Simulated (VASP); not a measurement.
# ZrAl2N3 (P6_3/mmc) in VASP: notebook, part 3 of 3

VASP 6.6.1. The steps go on from the part before.

## (5) Single point, PBE

The input, INCAR:

```
SYSTEM = ZrAl2N3
  ALGO = Normal
  EDIFF = 1E-6
  ENCUT = 520
  GGA = PE
  ISIF = 2
  ISMEAR = 0
  LASPH = .TRUE.
  LCHARG = .FALSE.
  LREAL = .FALSE.
  LWAVE = .FALSE.
  NBANDS = 45
  NELM = 60
  PREC = Accurate
  SIGMA = 0.1
```

The input, KPOINTS:

```
k-points
0
G
  12 12 4
  0 0 0
```

The input, POSCAR:

```
ZrAl2N3
1.0
    2.9742493027      0.0000000000      0.0000000000
   -1.4871246514      2.5757754533      0.0000000000
    0.0000000000      0.0000000000     15.8187820247
Zr Al N
2 4 6
Direct
    0.3333333333      0.6666666667      0.7500000000
    0.6666666667      0.3333333333      0.2500000000
    0.3333333333      0.6666666667      0.0803782848
    0.3333333333      0.6666666667      0.4196217152
    0.6666666667      0.3333333333      0.9196217152
    0.6666666667      0.3333333333      0.5803782848
    0.0000000000      0.0000000000      0.6572048456
    0.0000000000      0.0000000000      0.0000000000
    0.0000000000      0.0000000000      0.3427951544
    0.0000000000      0.0000000000      0.8427951544
    0.0000000000      0.0000000000      0.1572048456
    0.0000000000      0.0000000000      0.5000000000
```

Potentials or basis: VASP PAW PBE potentials, release 64 (Zr_sv, Al, N).

Command:

```bash
$ cat potpaw_PBE.64/Zr_sv/POTCAR potpaw_PBE.64/Al/POTCAR potpaw_PBE.64/N/POTCAR > POTCAR
$ mpirun -np 1 vasp_std > vasp.out
```

OUTCAR:

```text
SYSTEM = ZrAl2N3
   EDIFF = 1E-6
   ENCUT = 520
   GGA = PE
   ISIF = 2
   ISMEAR = 0
   LASPH = .TRUE.
   LREAL = .FALSE.
   NELM = 60
   PREC = Accurate

 ion  position               nearest neighbor table
   1  0.333  0.667  0.750-   7 2.26  10 2.26   7 2.26  10 2.26   7 2.26  10 2.26   5 3.19   6 3.19
                             5 3.19   6 3.19   5 3.19   6 3.19
   2  0.667  0.333  0.250-   9 2.26  11 2.26   9 2.26  11 2.26   9 2.26  11 2.26   3 3.19   4 3.19
                             3 3.19   4 3.19   3 3.19   4 3.19
   3  0.333  0.667  0.080-  11 2.10  11 2.10  11 2.10   8 2.14   8 2.14   8 2.14   5 3.07   5 3.07
                             5 3.07   2 3.19   2 3.19   2 3.19
   4  0.333  0.667  0.420-   9 2.10   9 2.10   9 2.10  12 2.14  12 2.14  12 2.14   6 3.07   6 3.07
                             6 3.07   2 3.19   2 3.19   2 3.19
   5  0.667  0.333  0.920-  10 2.10  10 2.10  10 2.10   8 2.14   8 2.14   8 2.14   3 3.07   3 3.07
                             3 3.07   1 3.19   1 3.19   1 3.19
   6  0.667  0.333  0.580-   7 2.10   7 2.10   7 2.10  12 2.14  12 2.14  12 2.14   4 3.07   4 3.07
                             4 3.07   1 3.19   1 3.19   1 3.19
   7  0.000  0.000  0.657-   6 2.10   6 2.10   6 2.10   1 2.26   1 2.26   1 2.26
   8  0.000  0.000  0.000-   3 2.14   5 2.14   5 2.14   3 2.14   5 2.14   3 2.14
   9  0.000  0.000  0.343-   4 2.10   4 2.10   4 2.10   2 2.26   2 2.26   2 2.26
  10  0.000  0.000  0.843-   5 2.10   5 2.10   5 2.10   1 2.26   1 2.26   1 2.26
  11  0.000  0.000  0.157-   3 2.10   3 2.10   3 2.10   2 2.26   2 2.26   2 2.26
  12  0.000  0.000  0.500-   4 2.14   6 2.14   6 2.14   4 2.14   6 2.14   4 2.14

  LATTYP: Found a hexagonal cell.
 ALAT       =     2.9742493027
 C/A-ratio  =     5.3185797204

  Lattice vectors:

 A1 = (   2.9742493027,   0.0000000000,   0.0000000000)
 A2 = (  -1.4871246514,   2.5757754533,   0.0000000000)
 A3 = (   0.0000000000,   0.0000000000,  15.8187820247)

Analysis of symmetry for initial positions (statically):
=====================================================================
 Subroutine PRICEL returns:
 Original cell was already a primitive cell.

 Routine SETGRP: Setting up the symmetry group for a
 hexagonal supercell.

 Subroutine GETGRP returns: Found 24 space group operations
 (whereof 12 operations were pure point group operations)
 out of a pool of 24 trial point group operations.

The static configuration has the point symmetry D_3d.
 The point group associated with its full space group is D_6h.

Analysis of symmetry for dynamics (positions and initial velocities):
=====================================================================
 Subroutine PRICEL returns:
 Original cell was already a primitive cell.

 Routine SETGRP: Setting up the symmetry group for a
 hexagonal supercell.

 Subroutine GETGRP returns: Found 24 space group operations
 (whereof 12 operations were pure point group operations)
 out of a pool of 24 trial point group operations.

The dynamic configuration has the point symmetry D_3d.
 The point group associated with its full space group is D_6h.

 Subroutine INISYM returns: Found 24 space group operations
 (whereof 12 operations are pure point group operations),
 and found     1 'primitive' translations

----------------------------------------------------------------------------------------

                                     Primitive cell

[... 93 lines left out ...]
   number of dos      NEDOS =    301   number of ions     NIONS =     12
   total plane-waves  NPLWV =  69120
   dimension x,y,z NGX =    24 NGY =   24 NGZ =  120
   dimension x,y,z NGXF=    48 NGYF=   48 NGZF=  240
   ions per type =               2   4   6
   NGX,Y,Z   is equivalent  to a cutoff of  13.41, 13.41, 12.61 a.u.
   NGXF,Y,Z  is equivalent  to a cutoff of  26.83, 26.83, 25.22 a.u.
 SYSTEM =  ZrAl2N3
   PREC   = accura    normal or accurate (medium, high low for compatibility)
   ISTART =      0    job   : 0-new  1-cont  2-samecut
   ICHARG =      2    charge: 1-file 2-atom 10-const
   ISPIN  =      1    spin polarized calculation?
   LNONCOLLINEAR =      F non collinear calculations
   LSORBIT =      F    spin-orbit coupling
   LASPH  =      T    aspherical Exc in radial PAW
   ENCUT  =  520.0 eV  38.22 Ry    6.18 a.u.   5.53  5.53 29.41*2*pi/ulx,y,z
   NELM   =     60;   NELMIN=  2; NELMDL= -5     # of ELM steps
   EDIFF  = 0.1E-05   stopping-criterion for ELM
   LREAL  =      F    real-space projection
   EDIFFG = 0.1E-04   stopping-criterion for IOM
   NSW    =      0    number of steps for IOM
   IBRION =     -1    ionic relax: 0-MD 1-quasi-New 2-CG
   NFREE  =      0    steps in history (QN), initial steepest desc. (CG)
   ISIF   =      2    stress and relaxation
   ISYM   =      2    0-nonsym 1-usesym 2-fastsym
   POTIM  = 0.5000    time-step for ionic-motion
   TEBEG  =    0.0;   TEEND  =   0.0 temperature during run
   PSTRESS=    0.0 pullay stress
   NELECT =      66.0000    total number of electrons
   NUPDOWN=      -1.0000    fix difference up-down
   EMIN   =  10.00;   EMAX   =-10.00  energy-range for DOS
   EFERMI =   0.00;   METHOD = LEGACY
   ISMEAR =     0;   SIGMA  =   0.10  broadening in eV -4-tet -1-fermi 0-gaus
   EFERMI_NEDOS =   21; number of points for ismear=-14 and -15
   IALGO  =     38    algorithm
   IMIX   =      4    mixing-type and parameters
     AMIX     =   0.40;   BMIX     =  1.00
     AMIX_MAG =   1.60;   BMIX_MAG =  1.00
  volume/ion in A,a.u.               =      10.10        68.15
  Fermi-wavevector in a.u.,A,eV,Ry     =   1.336914  2.526400 24.318209  1.787338
  Thomas-Fermi vector in A             =   2.465503
   LORBIT       =      0    0 simple, 1 ext, 2 COOP (PROOUT), +10 PAW based schemes
   GGA     = PE    functional components
   LHFCALC =     F    Hartree Fock is set to
   AEXX    =    0.0000 exact exchange contribution
   IVDW    =     0    specifies the selected vdW correction
   LEPSILON=     F    determine dielectric tensor
   LRPA    =     F    only Hartree local field effects (RPA)
 non-spin polarized calculation
 Gauss-broadening in eV      SIGMA  =   0.10
  energy-cutoff  :      520.00
  volume of cell :      121.19
 maximum number of plane-waves:      3323
 NGX is ok and might be reduce to    24
   NGX = 11   NGY = 11   NGZ = 59

 number of electron      66.0000004 magnetization

 Free energy of the ion-electron system (eV)
  ---------------------------------------------------
  ext. energy  EPLUGINS =         0.00000000
  ---------------------------------------------------
  free energy    TOTEN  =       -92.77863404 eV

  energy without entropy =      -92.75834861  energy(sigma->0) =      -92.76849132

 E-fermi :  10.7271     XC(G=0): -12.0927

 val. band max:       10.7245337551   @ k =   0.4167   0.0000   0.5000
 cond. band min:      10.7419752689   @ k =   0.2500   0.2500   0.0000
 fundamental gap:      0.0174415138
 Fermi energy:        10.7270981893

 k-point     1 :       0.0000    0.0000    0.0000
  band No.  band energies     occupation
      1     -37.9671      2.00000
      2     -37.9671      2.00000
      3     -16.4187      2.00000
      4     -16.4185      2.00000
      5     -15.3122      2.00000
      6     -15.3122      2.00000
[... 1141 lines left out ...]
     44      15.9968      0.00000
     45      16.3026      0.00000

 [... further k-points ...]
[... 5 lines left out ...]
  --------------------------------------------------------------------------------------
  -------------------------------------------------------------------------------------
  Total        0.0018369      0.0018369      0.0223679     -0.0000000     -0.0000000     -0.0000000
  in kB        0.0242855      0.0242855      0.2957180     -0.0000000     -0.0000000     -0.0000000
  external PRESSURE =       0.1147630 kB  Pullay stress =       0.0000000 kB

 VOLUME and BASIS-vectors are now :
 -----------------------------------------------------------------------------
  energy-cutoff  :      520.00
  volume of cell :      121.19
      direct lattice vectors                 reciprocal lattice vectors
     2.974249303  0.000000000  0.000000000     0.336219294  0.194116300  0.000000000
    -1.487124651  2.575775453  0.000000000     0.000000000  0.388232600  0.000000000
     0.000000000  0.000000000 15.818782025     0.000000000  0.000000000  0.063215992

 POSITION                                       TOTAL-FORCE (eV/Angst)
 -----------------------------------------------------------------------------------
     -0.00000      1.71718     11.86409        -0.000000      0.000000     -0.000000
      1.48712      0.85859      3.95470         0.000000     -0.000000     -0.000000
     -0.00000      1.71718      1.27149         0.000000      0.000000      0.001790
     -0.00000      1.71718      6.63790        -0.000000      0.000000     -0.001790
      1.48712      0.85859     14.54730        -0.000000     -0.000000     -0.001790
      1.48712      0.85859      9.18088         0.000000     -0.000000      0.001790
      0.00000      0.00000     10.39618        -0.000000     -0.000000     -0.026332
      0.00000      0.00000      0.00000        -0.000000      0.000000     -0.000000
      0.00000      0.00000      5.42260        -0.000000      0.000000      0.026332
      0.00000      0.00000     13.33199         0.000000     -0.000000      0.026332
      0.00000      0.00000      2.48679        -0.000000      0.000000     -0.026332
      0.00000      0.00000      7.90939        -0.000000      0.000000     -0.000000
 -----------------------------------------------------------------------------------
    total drift:                               -0.000000      0.000000     -0.000000

  FREE ENERGIE OF THE ION-ELECTRON SYSTEM (eV)
  ---------------------------------------------------
  free  energy   TOTEN  =       -92.7786340387 eV

  energy  without entropy=      -92.7583486109  energy(sigma->0) =      -92.76849132
```

Wall time 8.6 min (1 thread of Intel Xeon 8259CL, shared host); peak memory 0.41 GiB.

What came out:

* Free energy: -92.7786 eV
* Pressure: 0.0 GPa
* Largest force: 0.026 eV/Å
* Band gap on the k mesh: zero (bands 33 and 34 overlap by 1.19 eV)

Forces in eV/Å, atoms in the order of the input:
```
Zr   0.000  0.000  0.000
Zr   0.000  0.000  0.000
Al   0.000  0.000  0.002
Al   0.000  0.000 -0.002
Al   0.000  0.000 -0.002
Al   0.000  0.000  0.002
N    0.000  0.000 -0.026
N    0.000  0.000  0.000
N    0.000  0.000  0.026
N    0.000  0.000  0.026
N    0.000  0.000 -0.026
N    0.000  0.000  0.000
```

## (6) Overview

```tsv
task	cell	k mesh	cutoff (eV)	gap on the mesh (eV)	pressure (GPa)	largest force (eV/Å)
single point	a = 2.977, b = 2.977, c = 15.811 Å, angles 90.0, 90.0, 120.0°, 12 atoms, atomic positions A	6 × 6 × 1	520	none	0.0	0.02
single point	a = 3.281, b = 3.281, c = 16.953 Å, angles 90.0, 90.0, 120.0°, 12 atoms, atomic positions B	6 × 6 × 1	520	none	-30.8	0.67
relaxation of cell and atoms	relaxed from a = 3.281, b = 3.281, c = 16.953 Å, angles 90.0, 90.0, 120.0°, 12 atoms, atomic positions B	6 × 6 × 1	600	none	0.0	0.04
single point	a = 2.974, b = 2.974, c = 15.819 Å, angles 90.0, 90.0, 120.0°, 12 atoms, atomic positions A	12 × 12 × 4	520	none	0.0	0.03
```

Alike in all rows: level PBE; potentials or basis VASP PAW PBE potentials, release 64 (Zr_sv, Al, N); no spin polarisation; smearing gaussian 0.1 eV.

Caveats: some runs use coarse meshes.

Total energies depend on the potentials used, so only differences within one code and one set of settings carry meaning.
